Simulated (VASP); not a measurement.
Here is a VASP 6.6.1 calculation.

INCAR

```
ALGO = Normal ; DIPOL = 0.5 0.5 0.368
EDIFF = 1E-7 ; ENCUT = 520
GGA = PE ; IDIPOL = 3
ISIF = 2 ; ISMEAR = 0
LASPH = T ; LCHARG = F
LDIPOL = T ; LREAL = F
LWAVE = F ; NBANDS = 16
NELM = 60 ; PREC = Accurate
SIGMA = 0.1
```

KPOINTS

```
k-points
0
Gamma
  9 9 1
```

POSCAR

```
Al3Cl
1.0
    2.8567582918      0.0000000000      0.0000000000
   -1.4283791459      2.4740252532      0.0000000000
    0.0000000000      0.0000000000     20.1013782055
Al Cl
3 1
Direct
    0.6666666667      0.3333333333      0.1989913308
    0.3333333333      0.6666666667      0.3134471548
    0.0000000000      0.0000000000      0.4278999240
    0.0000000000      0.1666666667      0.5335746519
```

Potentials or basis: VASP PAW PBE potentials, release 64 (Al, Cl).

Launch:

```sh
$ cat potpaw_PBE.64/Al/POTCAR potpaw_PBE.64/Cl/POTCAR > POTCAR
$ mpirun -np 1 vasp_std > vasp.out
```

Task: What does it give for the largest force?

Result: 0.236 eV/Å.

Task: What does it give for the band gap on the k mesh?

Result: Zero (band 8 reaches 1.25 eV, above the bottom of band 9 at 0.06 eV).

Forces on the atoms (eV/Å):
```
Al  -0.013  0.017 -0.235
Al   0.009  0.000  0.103
Al  -0.029  0.049  0.153
Cl   0.033 -0.066 -0.021
```
